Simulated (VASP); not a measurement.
A run of VASP 6.6.1 is set up as follows.

Contents of INCAR:

```
SYSTEM = BaTiO3
  ALGO = Normal
  EDIFF = 1E-6
  ENCUT = 520
  ISIF = 2
  ISMEAR = -1
  LASPH = .TRUE.
  LCHARG = .FALSE.
  LREAL = .FALSE.
  LWAVE = .FALSE.
  NBANDS = 28
  NELM = 80
  PREC = Accurate
  SIGMA = 0.05
```

File KPOINTS:

```
k-points
0
G
  7 7 7
  0 0 0
```

Contents of POSCAR:

```
BaTiO3
1.0
    4.0060000000      0.0000000000      0.0000000000
    0.0000000000      4.0060000000      0.0000000000
    0.0000000000      0.0000000000      4.0060000000
Ba Ti O
1 1 3
Direct
    0.5000000000      0.5000000000      0.5000000000
    0.0000000000      0.0000000000      0.0000000000
    0.0000000000      0.0000000000      0.5000000000
    0.0000000000      0.5000000000      0.0000000000
    0.5000000000      0.0000000000      0.0000000000
```

Potentials or basis: VASP PAW LDA potentials, release 64 (Ba_sv, Ti_sv, O).

The run is started by

```console
$ cat potpaw_LDA.64/Ba_sv/POTCAR potpaw_LDA.64/Ti_sv/POTCAR potpaw_LDA.64/O/POTCAR > POTCAR
$ mpirun -np 1 vasp_std > vasp.out
```

(1) Predict the band gap on the k mesh.

(2) What does it give for the pressure?

## Answers

(1) 1.71 eV (least direct gap 1.80 eV).

(2) -7.3 GPa.

Caveat: the cell stands under tension; spin-orbit coupling is left out, which moves the levels of the heavy elements; an odd mesh through Γ misses points on the zone boundary, where band edges can lie.
